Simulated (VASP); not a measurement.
# KBr (Fm-3m) in VASP: electric field gradients with PBE

Aim: the electric field gradients of KBr with PBE.

All numbers are computed with VASP 6.6.1; they aren't measurements. Logs are shortened: lines on timing, memory, paths and dates and some standing lists are left out, and cuts for length are marked.

### Step 1. The cell of the first run

It takes space group Fm-3m (No. 225, cubic). The conventional cell has a = 6.600 Å, b = 6.600 Å, c = 6.600 Å, α = 90.00°, β = 90.00°, γ = 90.00°. K (site symmetry m-3m) has 6 Br at 3.30 Å within 4.3 Å. Br (site symmetry m-3m) has 6 K at 3.30 Å within 4.3 Å.

### Step 2. Electric field gradients, PBE

File INCAR:

```
SYSTEM = KBr
PREC     = Accurate       ! precision mode
ENCUT    = 400            ! plane-wave cutoff, eV
EDIFF    = 1E-8           ! SCF threshold, eV
ISMEAR   = -1             ! smearing method
SIGMA    = 0.02           ! smearing width, eV
LREAL    = .False.        ! projectors in reciprocal space
LASPH    = .True.         ! aspherical terms in the spheres
NELM     = 120            ! most SCF steps
ALGO     = Normal         ! electronic algorithm
ISIF     = 2              ! what is computed and relaxed
LWAVE    = .False.        ! write WAVECAR
LCHARG   = .False.        ! write CHGCAR
GGA      = PE             ! functional
LEFG     = .True.       
NBANDS   = 15             ! bands
GGA_COMPAT= .False.
```

File KPOINTS:

```
regular mesh
0
Gamma
  7 7 7
  0 0 0
```

File POSCAR:

```
KBr
1.0
    0.0000000000      3.3000000000      3.3000000000
    3.3000000000      0.0000000000      3.3000000000
    3.3000000000      3.3000000000      0.0000000000
K Br
1 1
Direct
    0.0000000000      0.0000000000      0.0000000000
    0.5000000000      0.5000000000      0.5000000000
```

Potentials or basis: VASP PAW PBE potentials, release 64 (K_sv, Br).

Command:

```console
$ cat potpaw_PBE.64/K_sv/POTCAR potpaw_PBE.64/Br/POTCAR > POTCAR
$ mpirun -np 1 vasp_std > vasp.out
```

OUTCAR:

```text
SYSTEM = KBr
   PREC = Accurate
   ENCUT = 400
   EDIFF = 1E-8
   ISMEAR = -1
   LREAL = .False.
   LASPH = .True.
   NELM = 120
   ISIF = 2
   GGA = PE

 ion  position               nearest neighbor table
   1  0.000  0.000  0.000-   2 3.30   2 3.30   2 3.30   2 3.30   2 3.30   2 3.30
   2  0.500  0.500  0.500-   1 3.30   1 3.30   1 3.30   1 3.30   1 3.30   1 3.30

  LATTYP: Found a face centered cubic cell.
 ALAT       =     6.6000000000

  Lattice vectors:

 A1 = (   0.0000000000,   3.3000000000,   3.3000000000)
 A2 = (   3.3000000000,   0.0000000000,   3.3000000000)
 A3 = (   3.3000000000,   3.3000000000,   0.0000000000)

Analysis of symmetry for initial positions (statically):
=====================================================================
 Subroutine PRICEL returns:
 Original cell was already a primitive cell.

 Routine SETGRP: Setting up the symmetry group for a
 face centered cubic supercell.

 Subroutine GETGRP returns: Found 48 space group operations
 (whereof 48 operations were pure point group operations)
 out of a pool of 48 trial point group operations.

The static configuration has the point symmetry O_h .

Analysis of symmetry for dynamics (positions and initial velocities):
=====================================================================
 Subroutine PRICEL returns:
 Original cell was already a primitive cell.

 Routine SETGRP: Setting up the symmetry group for a
 face centered cubic supercell.

 Subroutine GETGRP returns: Found 48 space group operations
 (whereof 48 operations were pure point group operations)
 out of a pool of 48 trial point group operations.

The dynamic configuration has the point symmetry O_h .

 Subroutine INISYM returns: Found 48 space group operations
 (whereof 48 operations are pure point group operations),
 and found     1 'primitive' translations

----------------------------------------------------------------------------------------

                                     Primitive cell

  volume of cell :      71.8740

  direct lattice vectors                    reciprocal lattice vectors
     0.000000000  3.300000000  3.300000000    -0.151515152  0.151515152  0.151515152
     3.300000000  0.000000000  3.300000000     0.151515152 -0.151515152  0.151515152
     3.300000000  3.300000000  0.000000000     0.151515152  0.151515152 -0.151515152

  length of vectors
     4.666904756  4.666904756  4.666904756     0.262431941  0.262431941  0.262431941

  position of ions in fractional coordinates (direct lattice)
     0.000000000  0.000000000  0.000000000
     0.500000000  0.500000000  0.500000000

  ion indices of the primitive-cell ions
   primitive index   ion index
                 1           1
                 2           2

----------------------------------------------------------------------------------------

 KPOINTS: regular mesh

Automatic generation of k-mesh.
 Grid dimensions read from file:
 generate k-points for:    7    7    7

 Generating k-lattice:

  Cartesian coordinates                     Fractional coordinates (reciprocal lattice)
    -0.021645022  0.021645022  0.021645022     0.142857143  0.000000000  0.000000000
     0.021645022 -0.021645022  0.021645022     0.000000000  0.142857143  0.000000000
     0.021645022  0.021645022 -0.021645022     0.000000000  0.000000000  0.142857143

  Length of vectors
     0.037490277  0.037490277  0.037490277

  Shift w.r.t. Gamma in fractional coordinates (k-lattice)
     0.000000000  0.000000000  0.000000000

 Subroutine IBZKPT returns following result:
 ===========================================

 Found     20 irreducible k-points:

 Following reciprocal coordinates:
            Coordinates               Weight
  0.000000  0.000000  0.000000      1.000000
  0.142857  0.000000  0.000000      8.000000
  0.285714  0.000000  0.000000      8.000000
  0.428571  0.000000  0.000000      8.000000
  0.142857  0.142857  0.000000      6.000000
  0.285714  0.142857  0.000000     24.000000
[... 12 lines left out ...]
 -0.428571  0.428571  0.142857     24.000000
 -0.285714  0.428571  0.142857     24.000000
   k-points           NKPTS =     20   k-points in BZ     NKDIM =     20   number of bands    NBANDS=     15
   number of dos      NEDOS =    301   number of ions     NIONS =      2
   total plane-waves  NPLWV =  27000
   dimension x,y,z NGX =    30 NGY =   30 NGZ =   30
   dimension x,y,z NGXF=    60 NGYF=   60 NGZF=   60
   ions per type =               1   1
   NGX,Y,Z   is equivalent  to a cutoff of  10.69, 10.69, 10.69 a.u.
   NGXF,Y,Z  is equivalent  to a cutoff of  21.37, 21.37, 21.37 a.u.
 SYSTEM =  KBr
   PREC   = accura    normal or accurate (medium, high low for compatibility)
   ISTART =      0    job   : 0-new  1-cont  2-samecut
   ICHARG =      2    charge: 1-file 2-atom 10-const
   ISPIN  =      1    spin polarized calculation?
   LNONCOLLINEAR =      F non collinear calculations
   LSORBIT =      F    spin-orbit coupling
   LASPH  =      T    aspherical Exc in radial PAW
   ENCUT  =  400.0 eV  29.40 Ry    5.42 a.u.   7.61  7.61  7.61*2*pi/ulx,y,z
   NELM   =    120;   NELMIN=  2; NELMDL= -5     # of ELM steps
   EDIFF  = 0.1E-07   stopping-criterion for ELM
   LREAL  =      F    real-space projection
   EDIFFG = 0.1E-06   stopping-criterion for IOM
   NSW    =      0    number of steps for IOM
   IBRION =     -1    ionic relax: 0-MD 1-quasi-New 2-CG
   NFREE  =      0    steps in history (QN), initial steepest desc. (CG)
   ISIF   =      2    stress and relaxation
   ISYM   =      2    0-nonsym 1-usesym 2-fastsym
   POTIM  = 0.5000    time-step for ionic-motion
   TEBEG  =    0.0;   TEEND  =   0.0 temperature during run
   PSTRESS=    0.0 pullay stress
   NELECT =      16.0000    total number of electrons
   NUPDOWN=      -1.0000    fix difference up-down
   EMIN   =  10.00;   EMAX   =-10.00  energy-range for DOS
   EFERMI =   0.00;   METHOD = LEGACY
   ISMEAR =    -1;   SIGMA  =   0.02  broadening in eV -4-tet -1-fermi 0-gaus
   EFERMI_NEDOS =   21; number of points for ismear=-14 and -15
   IALGO  =     38    algorithm
   IMIX   =      4    mixing-type and parameters
     AMIX     =   0.40;   BMIX     =  1.00
     AMIX_MAG =   1.60;   BMIX_MAG =  1.00
  volume/ion in A,a.u.               =      35.94       242.51
  Fermi-wavevector in a.u.,A,eV,Ry     =   0.992181  1.874950 13.393889  0.984423
  Thomas-Fermi vector in A             =   2.123975
   LORBIT       =      0    0 simple, 1 ext, 2 COOP (PROOUT), +10 PAW based schemes
   GGA     = PE    functional components
   LHFCALC =     F    Hartree Fock is set to
   AEXX    =    0.0000 exact exchange contribution
   IVDW    =     0    specifies the selected vdW correction
   LEPSILON=     F    determine dielectric tensor
   LRPA    =     F    only Hartree local field effects (RPA)
 non-spin polarized calculation
  energy-cutoff  :      400.00
  volume of cell :       71.87
 maximum number of plane-waves:      1326
   NGX = 15   NGY = 15   NGZ = 15

 number of electron      16.0000002 magnetization

 Free energy of the ion-electron system (eV)
  ---------------------------------------------------
  ext. energy  EPLUGINS =         0.00000000
  ---------------------------------------------------
  free energy    TOTEN  =        -6.21474285 eV

  energy without entropy =       -6.21474285  energy(sigma->0) =       -6.21474285

 E-fermi :  -1.2476     XC(G=0):  -7.3707

 val. band max:       -1.7402161213   @ k =   0.0000   0.0000   0.0000
 cond. band min:       2.6932532678   @ k =   0.0000   0.0000   0.0000
 fundamental gap:      4.4334693891
 Fermi energy:        -1.2475986178

 k-point     1 :       0.0000    0.0000    0.0000
  band No.  band energies     occupation
      1     -29.5215      2.00000
      2     -14.0334      2.00000
      3     -12.9983      2.00000
      4     -12.9983      2.00000
      5     -12.9983      2.00000
      6      -1.7402      2.00000
      7      -1.7402      2.00000
      8      -1.7402      2.00000
      9       2.6933      0.00000
     10       5.8640      0.00000
     11       5.8640      0.00000
     12       5.8640      0.00000
     13       6.6871      0.00000
     14       6.6871      0.00000
[... 329 lines left out ...]
      2     -14.0473      2.00000
      3     -13.0650      2.00000
      4     -13.0413      2.00000
      5     -12.8971      2.00000
      6      -2.4143      2.00000
      7      -2.3658      2.00000
      8      -2.1584      2.00000
      9       5.3128      0.00000
     10       6.0450      0.00000
     11       6.5908      0.00000
     12       7.3082      0.00000
     13       8.7313      0.00000
     14       8.7458      0.00000
     15       9.5381      0.00000

------------------------ aborting loop because EDIFF is reached ----------------------------------------

  FORCE on cell =-STRESS in cart. coord.  units (eV):
  Direction    XX          YY          ZZ          XY          YZ          ZX
  --------------------------------------------------------------------------------------
  -------------------------------------------------------------------------------------
  Total        0.3302139      0.3302139      0.3302139      0.0000000     -0.0000000     -0.0000000
  in kB        7.3609553      7.3609553      7.3609553      0.0000000     -0.0000000     -0.0000000
  external PRESSURE =       7.3609553 kB  Pullay stress =       0.0000000 kB

 VOLUME and BASIS-vectors are now :
 -----------------------------------------------------------------------------
  energy-cutoff  :      400.00
  volume of cell :       71.87
      direct lattice vectors                 reciprocal lattice vectors
     0.000000000  3.300000000  3.300000000    -0.151515152  0.151515152  0.151515152
     3.300000000  0.000000000  3.300000000     0.151515152 -0.151515152  0.151515152
     3.300000000  3.300000000  0.000000000     0.151515152  0.151515152 -0.151515152

 POSITION                                       TOTAL-FORCE (eV/Angst)
 -----------------------------------------------------------------------------------
      0.00000      0.00000      0.00000         0.000000      0.000000      0.000000
      3.30000      3.30000      3.30000         0.000000      0.000000      0.000000
 -----------------------------------------------------------------------------------
    total drift:                               -0.000000      0.000000      0.000000

  FREE ENERGIE OF THE ION-ELECTRON SYSTEM (eV)
  ---------------------------------------------------
  free  energy   TOTEN  =        -6.2147428473 eV

  energy  without entropy=       -6.2147428473  energy(sigma->0) =       -6.21474285

 Electric field gradients (V/A^2)
---------------------------------------------------------------------
 ion       V_xx      V_yy      V_zz      V_xy      V_xz      V_yz
---------------------------------------------------------------------
   1      -0.000    -0.000    -0.000     0.000     0.000     0.000
   2       0.000     0.000     0.000    -0.000    -0.000    -0.000
---------------------------------------------------------------------

 Electric field gradients after diagonalization (V/A^2)
 (convention: |V_zz| > |V_xx| > |V_yy|)
----------------------------------------------------------------------
 ion       V_xx      V_yy      V_zz     asymmetry (V_yy - V_xx)/ V_zz
----------------------------------------------------------------------
   1      -0.000    -0.000     0.000       0.000
   2       0.000     0.000    -0.000       0.000
----------------------------------------------------------------------

           NMR quadrupolar parameters

 Cq : quadrupolar parameter    Cq=e*Q*V_zz/h
 eta: asymmetry parameters     (V_yy - V_xx)/ V_zz
 Q  : nuclear electric quadrupole moment in mb (millibarn)
----------------------------------------------------------------------
 ion       Cq(MHz)       eta       Q (mb)
----------------------------------------------------------------------
   1       0.000       0.000       1.000
   2      -0.000       0.000       1.000
----------------------------------------------------------------------
```

It took 29 s on 1 thread of Intel Xeon Platinum 8375C at 2.90GHz (Ice Lake), shared host; peak memory 0.16 GiB.

What came out:

```
Free energy                             : -6.2147 eV
Pressure                                : 0.7 GPa
Band gap on the k mesh                  : 4.43 eV
Largest electric field gradient by atom : under 0.05 V/Å² on every atom
```

Levels at points of the mesh, in eV from the valence-band top:
| k point | band 6 | band 7 | band 8 | band 9 | band 10 | band 11 |
| --- | --- | --- | --- | --- | --- | --- |
| (0.00, 0.00, 0.00) | 0.00 | 0.00 | 0.00 | 4.43 | 7.60 | 7.60 |

Caveat: an odd mesh through Γ misses points on the zone boundary, where band edges can lie.
